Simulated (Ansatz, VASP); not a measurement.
# MgGeSb2 in VASP and in Ansatz

The input INCAR:

```
  ALGO = Normal
  EDIFF = 1E-6
  ENCUT = 520
  GGA = PE
  ISIF = 2
  ISMEAR = -1
  LASPH = True
  LCHARG = False
  LREAL = False
  LWAVE = False
  NBANDS = 36
  NELM = 100
  PREC = Accurate
  SIGMA = 0.02
```

File KPOINTS:

```
k-points
0
Gamma
  6 6 2
```

POSCAR

```
MgGeSb2
1.0
    4.3869093088      0.0000000000      0.0000000000
    0.0000000000      4.3869093088      0.0000000000
    0.0000000000      0.0000000000     12.8674956629
Mg Sb Ge
2 4 2
Direct
    0.5000000000      0.0000000000      0.8712861862
    0.0000000000      0.5000000000      0.1287138138
    0.5000000000      0.5000000000      0.0000000000
    0.0000000000      0.0000000000      0.2621285909
    0.5000000000      0.5000000000      0.5000000000
    0.0000000000      0.0000000000      0.7378714091
    0.5000000000      0.0000000000      0.3791555484
    0.0000000000      0.5000000000      0.6208444516
```

Input for Ansatz:

```yaml
crystal:
  lattice:
    - [4.3869093088, 0.0, 0.0]
    - [0.0, 4.3869093088, 0.0]
    - [0.0, 0.0, 12.8674956629]
  atoms:
    - { symbol: Mg, position: [0.5, 0.0, 0.8712861862] }
    - { symbol: Sb, position: [0.5, 0.5, 0.0] }
    - { symbol: Mg, position: [0.0, 0.5, 0.1287138138] }
    - { symbol: Sb, position: [0.0, 0.0, 0.2621285909] }
    - { symbol: Ge, position: [0.5, 0.0, 0.3791555484] }
    - { symbol: Sb, position: [0.5, 0.5, 0.5] }
    - { symbol: Ge, position: [0.0, 0.5, 0.6208444516] }
    - { symbol: Sb, position: [0.0, 0.0, 0.7378714091] }
kpoints:
  mp_grid: { grid: [6, 6, 2] }
hamiltonian:
  xc: pbe
scf:
  occupations: { method: fermi_dirac, width: 0.02 }
  n_extra_bands: 6
output:
  forces: true
  stress: true
  eigenvalues: true
```

Alike in both runs: task single point; functional PBE; k mesh 6 × 6 × 2; occupations fermi-dirac, width 0.02 eV; no spin polarisation.

|  | VASP | Ansatz |
| --- | --- | --- |
| version | VASP 6.6.1 | Ansatz 0.2.0 |
| potentials or method | VASP PAW PBE potentials, release 64 (Mg, Sb, Ge_d) | plane waves, PAW |
| plane-wave cutoff (eV) | 520 | 420 |
| valence electrons in the cell | 52 | 108 |

|  | VASP | Ansatz | Ansatz less VASP |
| --- | --- | --- | --- |
| pressure (GPa) | 2.7 | 2.6 | -0.06 |
| rms of the force components (eV/Å) | 0.029 | 0.023 | -0.0054 |

VASP's potentials hold 52 valence electrons a cell and Ansatz's 108, so a difference there can come from the potentials and not from the codes.

Spin-orbit coupling is off throughout.
